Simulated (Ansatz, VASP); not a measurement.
# Si2Mo: VASP beside Ansatz

```
Si Mo
1.0
     3.20175    0.00000    0.00000
     0.00000    3.20175    0.00000
     0.00000    0.00000    7.81867
Si Mo
4 2
Cartesian
  0.0000 0.0000 2.6215
  1.6009 1.6009 1.2878
  1.6009 1.6009 6.5308
  0.0000 0.0000 5.1972
  0.0000 0.0000 0.0000
  1.6009 1.6009 3.9093
```

Alike in both runs: task single point; functional r2SCAN; k mesh 12 × 12 × 6; occupations gaussian, width 0.1 eV; no spin polarisation.

|  | VASP | Ansatz |
| --- | --- | --- |
| version | VASP 6.6.1 | Ansatz 0.2.0 |
| potentials or method | VASP PAW PBE potentials, release 64 (Si, Mo_sv), cutoff 520 eV | scalar-relativistic, plane waves, PAW |
| valence electrons in the cell | 44 | 44 |

```tsv
	VASP	Ansatz	Ansatz less VASP
gap on the k mesh at the Fermi level (eV)	none	none	-
pressure (GPa)	0.4	0.0	-0.41
traceless stress, the component that is largest in VASP (GPa)	-0.07	-0.03	+0.034
rms of the force components (eV/Å)	0.001	0.005	+0.0039
```

VASP's potentials were made for PBE, not for r2SCAN. Atom by atom the forces differ by 0.004 eV/Å (rms over components). A gap of «none» marks a metal or a gap that the smearing closes.
